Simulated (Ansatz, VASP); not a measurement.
Al: VASP beside Ansatz

File INCAR:

```
PREC = Accurate ; ENCUT = 500
EDIFF = 1E-6 ; ISMEAR = -1
SIGMA = 0.05 ; LREAL = F
LASPH = T ; NELM = 120
ALGO = Normal ; ISIF = 2
LWAVE = F ; LCHARG = F
NBANDS = 8 ; GGA_COMPAT = F
```

The input KPOINTS:

```
regular mesh
0
Gamma
  19 19 19
```

File POSCAR:

```
Al
1.0
   -1.6176214535      1.6176214535      1.6176214535
    1.6176214535     -1.6176214535      1.6176214535
    1.6176214535      1.6176214535     -1.6176214535
Al
1
Direct
    0.0000000000      0.0000000000      0.0000000000
```

Input for Ansatz:

```yaml
crystal:
  lattice:
    - [-1.6176214535, 1.6176214535, 1.6176214535]
    - [1.6176214535, -1.6176214535, 1.6176214535]
    - [1.6176214535, 1.6176214535, -1.6176214535]
  atoms:
    - { symbol: Al, position: [0.0, 0.0, 0.0] }
kpoints:
  mp_grid: { grid: [19, 19, 19] }
  band_path:
    path:
      - [0.0, 0.0, 0.0]
      - [0.5, -0.5, 0.5]
      - [0.0, 0.0, 0.5]
      - [0.0, 0.0, 0.0]
      - [0.25, 0.25, 0.25]
      - [0.5, -0.5, 0.5]
      - [0.25, 0.25, 0.25]
      - [0.0, 0.0, 0.5]
    npoints: 5
scf:
  occupations: { method: fermi_dirac, width: 0.05 }
hamiltonian:
  xc: lda
  pseudopotentials: { kind: all_electron, lapw: { basis_error: 0.0005 } }
output:
  forces: true
  stress: true
  eigenvalues: true
```

Alike in both runs: task single point; functional LDA; k mesh 19 × 19 × 19; occupations fermi-dirac, width 0.05 eV; no spin polarisation.

|  | VASP | Ansatz |
| --- | --- | --- |
| version | VASP 6.6.1 | Ansatz 0.2.0 |
| potentials or method | VASP PAW LDA potentials, release 64 (Al), cutoff 500 eV | all-electron LAPW, scalar-relativistic |

```tsv
	VASP	Ansatz	Ansatz less VASP
pressure (GPa)	-2.9	-2.9	-0.02
```

LDA's correlation is that of Perdew and Zunger in VASP and of Perdew and Wang (1992) in Ansatz. Ansatz ran all-electron here, and VASP with PAW potentials.
